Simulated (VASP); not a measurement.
Here is a VASP 6.6.1 calculation.

The input INCAR:

```
ALGO = Normal ; EDIFF = 1E-6
ENCUT = 500 ; GGA_COMPAT = F
ISIF = 2 ; ISMEAR = -1
LASPH = T ; LCHARG = F
LREAL = F ; LWAVE = F
NBANDS = 78 ; NELM = 120
PREC = Accurate ; SIGMA = 0.1
```

Contents of KPOINTS:

```
k-points
0
Gamma
  5 5 5
```

POSCAR

```
Ir
1.0
    4.8657743621      0.0000000000      0.0000000000
    0.0000000000      4.8657743621      0.0000000000
    0.0000000000      0.0000000000      4.8657743621
Ir
8
Direct
    1.0000000000      0.0000000000      0.0000000000
    0.5000000000      0.5000000000      0.5000000000
    0.2500000000      1.0000000000      0.5000000000
    0.7500000000      1.0000000000      0.5000000000
    0.5000000000      0.2500000000      1.0000000000
    0.5000000000      0.7500000000      0.0000000000
    1.0000000000      0.5000000000      0.2500000000
    0.0000000000      0.5000000000      0.7500000000
```

Potentials or basis: VASP PAW LDA potentials, release 64 (Ir_sv_GW).

Run with:

```sh
$ cat potpaw_LDA.64/Ir_sv_GW/POTCAR > POTCAR
$ mpirun -np 1 vasp_std > vasp.out
```

(1) Predict the band gap on the k mesh.

(2) What does it give for the pressure?

## Answers

(1) zero (band 68 reaches 12.86 eV, above the bottom of band 69 at 12.33 eV).

(2) -1.8 GPa.

Caveat: spin-orbit coupling is left out, which moves the levels of the heavy elements.
